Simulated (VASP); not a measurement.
# Ta2SiO3 (P6/mmm) in VASP: notebook

Ta2SiO3 is run at these levels: PBE; tasks: single point, relaxation of cell and atoms.

Everything below comes from runs of VASP 6.6.1. Logs are shortened: lines on timing, memory, paths and dates and some standing lists are left out, and cuts for length are marked.

**1. The cell of the first run**

Symmetry: P6/mmm, No. 191, hexagonal system. The conventional cell has a = 5.264 Å, b = 5.264 Å, c = 3.616 Å, α = 90.00°, β = 90.00°, γ = 120.00°. Within 2.0 Å of Ta (site symmetry -6m2) lie 3 O at 1.52 Å. Si (site symmetry 6/mmm) has 12 O at 3.19 Å and 12 Ta at 3.54 Å and 2 Si at 3.62 Å within 4.2 Å. Within 2.0 Å of O (site symmetry mmm) lie 2 Ta at 1.52 Å.

**2. Single point, PBE**

Contents of INCAR:

```
ALGO = Normal ; EDIFF = 1E-6
ENCUT = 520 ; GGA = PE
ISIF = 2 ; ISMEAR = 0
LASPH = True ; LCHARG = False
LREAL = False ; LWAVE = False
NBANDS = 31 ; NELM = 60
PREC = Accurate ; SIGMA = 0.1
```

Contents of KPOINTS:

```
k-points
0
Gamma
  6 6 6
```

Contents of POSCAR:

```
Ta2SiO3
1.0
    5.2636115300      0.0000000000      0.0000000000
   -2.6318057700      4.5584213000      0.0000000000
    0.0000000000      0.0000000000      3.6162871700
Ta Si O
2 1 3
Direct
    0.3333333300      0.6666666700      0.5000000000
    0.6666666700      0.3333333300      0.5000000000
    0.0000000000      0.0000000000      0.0000000000
    0.5000000000      0.0000000000      0.5000000000
    0.0000000000      0.5000000000      0.5000000000
    0.5000000000      0.5000000000      0.5000000000
```

Potentials or basis: VASP PAW PBE potentials, release 64 (Ta_pv, Si, O).

Started as:

```sh
> cat potpaw_PBE.64/Ta_pv/POTCAR potpaw_PBE.64/Si/POTCAR potpaw_PBE.64/O/POTCAR > POTCAR
> mpirun -np 1 vasp_std > vasp.out
```

OUTCAR:

```text
EDIFF = 1E-6
   ENCUT = 520
   GGA = PE
   ISIF = 2
   ISMEAR = 0
   LASPH = True
   LREAL = False
   NELM = 60
   PREC = Accurate

 ion  position               nearest neighbor table
   1  0.333  0.667  0.500-   5 1.52   4 1.52   6 1.52   2 3.04   2 3.04   2 3.04
   2  0.667  0.333  0.500-   5 1.52   4 1.52   6 1.52   1 3.04   1 3.04   1 3.04
   3  0.000  0.000  0.000-
   4  0.500  0.000  0.500-   1 1.52   2 1.52
   5  0.000  0.500  0.500-   1 1.52   2 1.52
   6  0.500  0.500  0.500-   1 1.52   2 1.52

  LATTYP: Found a hexagonal cell.
 ALAT       =     5.2636115300
 C/A-ratio  =     0.6870353462

  Lattice vectors:

 A1 = (   5.2636115300,   0.0000000000,   0.0000000000)
 A2 = (  -2.6318057700,   4.5584213000,   0.0000000000)
 A3 = (   0.0000000000,   0.0000000000,   3.6162871700)

Analysis of symmetry for initial positions (statically):
=====================================================================
 Subroutine PRICEL returns:
 Original cell was already a primitive cell.

 Routine SETGRP: Setting up the symmetry group for a
 hexagonal supercell.

 Subroutine GETGRP returns: Found 24 space group operations
 (whereof 24 operations were pure point group operations)
 out of a pool of 24 trial point group operations.

The static configuration has the point symmetry D_6h.

Analysis of symmetry for dynamics (positions and initial velocities):
=====================================================================
 Subroutine PRICEL returns:
 Original cell was already a primitive cell.

 Routine SETGRP: Setting up the symmetry group for a
 hexagonal supercell.

 Subroutine GETGRP returns: Found 24 space group operations
 (whereof 24 operations were pure point group operations)
 out of a pool of 24 trial point group operations.

The dynamic configuration has the point symmetry D_6h.

 Subroutine INISYM returns: Found 24 space group operations
 (whereof 24 operations are pure point group operations),
 and found     1 'primitive' translations

----------------------------------------------------------------------------------------

                                     Primitive cell

  volume of cell :      86.7683

  direct lattice vectors                    reciprocal lattice vectors
     5.263611530  0.000000000  0.000000000     0.189983625  0.109687097  0.000000000
    -2.631805770  4.558421300  0.000000000     0.000000000  0.219374194  0.000000000
     0.000000000  0.000000000  3.616287170     0.000000000  0.000000000  0.276526712

  length of vectors
     5.263611530  5.263611532  3.616287170     0.219374194  0.219374194  0.276526712

  position of ions in fractional coordinates (direct lattice)
     0.333333330  0.666666670  0.500000000
     0.666666670  0.333333330  0.500000000
     0.000000000  0.000000000  0.000000000
     0.500000000  0.000000000  0.500000000
     0.000000000  0.500000000  0.500000000
     0.500000000  0.500000000  0.500000000

  ion indices of the primitive-cell ions
   primitive index   ion index
                 1           1
                 2           2
                 3           3
                 4           4
                 5           5
                 6           6

----------------------------------------------------------------------------------------

 KPOINTS: k-points

Automatic generation of k-mesh.
 Grid dimensions read from file:
 generate k-points for:    6    6    6

 Generating k-lattice:

  Cartesian coordinates                     Fractional coordinates (reciprocal lattice)
     0.031663938  0.018281183  0.000000000     0.166666667 -0.000000000  0.000000000
     0.000000000  0.036562366  0.000000000     0.000000000  0.166666667  0.000000000
     0.000000000  0.000000000  0.046087785     0.000000000  0.000000000  0.166666667

  Length of vectors
     0.036562366  0.036562366  0.046087785

  Shift w.r.t. Gamma in fractional coordinates (k-lattice)
     0.000000000  0.000000000  0.000000000

 Subroutine IBZKPT returns following result:
 ===========================================

 Found     28 irreducible k-points:

 Following reciprocal coordinates:
            Coordinates               Weight
  0.000000  0.000000  0.000000      1.000000
  0.166667  0.000000  0.000000      6.000000
  0.333333  0.000000  0.000000      6.000000
  0.500000 -0.000000  0.000000      3.000000
  0.166667  0.166667  0.000000      6.000000
  0.333333  0.166667  0.000000     12.000000
[... 16 lines left out ...]
  0.166667  0.000000  0.500000      6.000000
  0.333333  0.000000  0.500000      6.000000
 [... further k-points ...]
   k-points           NKPTS =     28   k-points in BZ     NKDIM =     28   number of bands    NBANDS=     31
   number of dos      NEDOS =    301   number of ions     NIONS =      6
   total plane-waves  NPLWV =  44800
   dimension x,y,z NGX =    40 NGY =   40 NGZ =   28
   dimension x,y,z NGXF=    80 NGYF=   80 NGZF=   56
   ions per type =               2   1   3
   NGX,Y,Z   is equivalent  to a cutoff of  12.63, 12.63, 12.87 a.u.
   NGXF,Y,Z  is equivalent  to a cutoff of  25.27, 25.27, 25.74 a.u.
 SYSTEM =  unknown system
   PREC   = accura    normal or accurate (medium, high low for compatibility)
   ISTART =      0    job   : 0-new  1-cont  2-samecut
   ICHARG =      2    charge: 1-file 2-atom 10-const
   ISPIN  =      1    spin polarized calculation?
   LNONCOLLINEAR =      F non collinear calculations
   LSORBIT =      F    spin-orbit coupling
   LASPH  =      T    aspherical Exc in radial PAW
   ENCUT  =  520.0 eV  38.22 Ry    6.18 a.u.   9.79  9.79  6.72*2*pi/ulx,y,z
   NELM   =     60;   NELMIN=  2; NELMDL= -5     # of ELM steps
   EDIFF  = 0.1E-05   stopping-criterion for ELM
   LREAL  =      F    real-space projection
   EDIFFG = 0.1E-04   stopping-criterion for IOM
   NSW    =      0    number of steps for IOM
   IBRION =     -1    ionic relax: 0-MD 1-quasi-New 2-CG
   NFREE  =      0    steps in history (QN), initial steepest desc. (CG)
   ISIF   =      2    stress and relaxation
   ISYM   =      2    0-nonsym 1-usesym 2-fastsym
   POTIM  = 0.5000    time-step for ionic-motion
   TEBEG  =    0.0;   TEEND  =   0.0 temperature during run
   PSTRESS=    0.0 pullay stress
   NELECT =      44.0000    total number of electrons
   NUPDOWN=      -1.0000    fix difference up-down
   EMIN   =  10.00;   EMAX   =-10.00  energy-range for DOS
   EFERMI =   0.00;   METHOD = LEGACY
   ISMEAR =     0;   SIGMA  =   0.10  broadening in eV -4-tet -1-fermi 0-gaus
   EFERMI_NEDOS =   21; number of points for ismear=-14 and -15
   IALGO  =     38    algorithm
   IMIX   =      4    mixing-type and parameters
     AMIX     =   0.40;   BMIX     =  1.00
     AMIX_MAG =   1.60;   BMIX_MAG =  1.00
  volume/ion in A,a.u.               =      14.46        97.59
  Fermi-wavevector in a.u.,A,eV,Ry     =   1.305485  2.467010 23.188299  1.704292
  Thomas-Fermi vector in A             =   2.436351
   LORBIT       =      0    0 simple, 1 ext, 2 COOP (PROOUT), +10 PAW based schemes
   GGA     = PE    functional components
   LHFCALC =     F    Hartree Fock is set to
   AEXX    =    0.0000 exact exchange contribution
   IVDW    =     0    specifies the selected vdW correction
   LEPSILON=     F    determine dielectric tensor
   LRPA    =     F    only Hartree local field effects (RPA)
 non-spin polarized calculation
 Gauss-broadening in eV      SIGMA  =   0.10
  energy-cutoff  :      520.00
  volume of cell :       86.77
 maximum number of plane-waves:      2366
 NGX is ok and might be reduce to    40
   NGX = 19   NGY = 19   NGZ = 13

 number of electron      43.9999993 magnetization

 Free energy of the ion-electron system (eV)
  ---------------------------------------------------
  ext. energy  EPLUGINS =         0.00000000
  ---------------------------------------------------
  free energy    TOTEN  =       -23.46869812 eV

  energy without entropy =      -23.44930804  energy(sigma->0) =      -23.45900308

 E-fermi :   5.7772     XC(G=0): -10.6594

 val. band max:        5.7577482582   @ k =   0.5000  -0.0000   0.3333
 cond. band min:       5.8046511940   @ k =   0.3333   0.1667   0.3333
 fundamental gap:      0.0469029358
 Fermi energy:         5.7772320354

 k-point     1 :       0.0000    0.0000    0.0000
  band No.  band energies     occupation
      1     -33.1038      2.00000
      2     -33.1038      2.00000
      3     -31.8004      2.00000
      4     -31.8004      2.00000
      5     -29.4758      2.00000
      6     -29.2581      2.00000
[... 23 lines left out ...]
     30      12.3620      0.00000
     31      12.3621      0.00000

 k-point     2 :       0.1667    0.0000    0.0000
  band No.  band energies     occupation
      1     -33.1127      2.00000
      2     -33.0404      2.00000
      3     -31.8851      2.00000
      4     -31.7884      2.00000
      5     -29.4632      2.00000
      6     -29.2712      2.00000
[... 23 lines left out ...]
     30      12.0344      0.00000
     31      12.2506      0.00000

 k-point     3 :       0.3333    0.0000    0.0000
  band No.  band energies     occupation
      1     -33.1300      2.00000
      2     -32.8762      2.00000
      3     -32.0916      2.00000
      4     -31.7647      2.00000
      5     -29.4306      2.00000
      6     -29.3050      2.00000
[... 23 lines left out ...]
     30      11.6960      0.00000
     31      11.8690      0.00000

 k-point     4 :       0.5000   -0.0000    0.0000
  band No.  band energies     occupation
      1     -33.1385      2.00000
      2     -32.7497      2.00000
      3     -32.2388      2.00000
      4     -31.7531      2.00000
      5     -29.4043      2.00000
      6     -29.3318      2.00000
[... 635 lines left out ...]
     30      10.5835      0.00000
     31      10.5942      0.00000

 k-point    23 :       0.1667    0.0000    0.5000
  band No.  band energies     occupation
      1     -33.1052      2.00000
      2     -33.0331      2.00000
      3     -31.8806      2.00000
      4     -31.7841      2.00000
      5     -29.5395      2.00000
      6     -29.3396      2.00000
[... 23 lines left out ...]
     30      10.0016      0.00000
     31      11.0699      0.00000

 k-point    24 :       0.3333    0.0000    0.5000
  band No.  band energies     occupation
      1     -33.1224      2.00000
      2     -32.8691      2.00000
      3     -32.0863      2.00000
      4     -31.7606      2.00000
      5     -29.5055      2.00000
      6     -29.3747      2.00000
[... 23 lines left out ...]
     30      10.9600      0.00000
     31      11.6010      0.00000

 [... further k-points ...]
[... 5 lines left out ...]
  --------------------------------------------------------------------------------------
  -------------------------------------------------------------------------------------
  Total      150.5145888    150.5145888     -2.4389742     -0.0000002      0.0000000      0.0000000
  in kB     2779.2523241   2779.2523233    -45.0356654     -0.0000030      0.0000000      0.0000000
  external PRESSURE =    1837.8229940 kB  Pullay stress =       0.0000000 kB

 VOLUME and BASIS-vectors are now :
 -----------------------------------------------------------------------------
  energy-cutoff  :      520.00
  volume of cell :       86.77
      direct lattice vectors                 reciprocal lattice vectors
     5.263611530  0.000000000  0.000000000     0.189983625  0.109687097  0.000000000
    -2.631805770  4.558421300  0.000000000     0.000000000  0.219374194  0.000000000
     0.000000000  0.000000000  3.616287170     0.000000000  0.000000000  0.276526712

 POSITION                                       TOTAL-FORCE (eV/Angst)
 -----------------------------------------------------------------------------------
     -0.00000      3.03895      1.80814         0.000000     -0.000000      0.000000
      2.63181      1.51947      1.80814        -0.000000      0.000000     -0.000000
      0.00000      0.00000      0.00000         0.000000      0.000000     -0.000000
      2.63181      0.00000      1.80814         0.000000      0.000000     -0.000000
     -1.31590      2.27921      1.80814         0.000000      0.000000     -0.000000
      1.31590      2.27921      1.80814         0.000000      0.000000     -0.000000
 -----------------------------------------------------------------------------------
    total drift:                                0.000000     -0.000000     -0.000000

  FREE ENERGIE OF THE ION-ELECTRON SYSTEM (eV)
  ---------------------------------------------------
  free  energy   TOTEN  =       -23.4686981241 eV

  energy  without entropy=      -23.4493080421  energy(sigma->0) =      -23.45900308
```

It took 30 s on 1 thread of Intel Xeon 6975P-C (Granite Rapids), shared host; peak memory 0.23 GiB.

Results:

```
Free energy            : -23.4687 eV
Pressure               : 183.8 GPa
Band gap on the k mesh : zero (band 22 reaches 6.52 eV, above the bottom of band 23 at 5.01 eV)
```

Caveat: spin-orbit coupling is left out, which moves the levels of the heavy elements.

(Continued in part 2 of 3.)
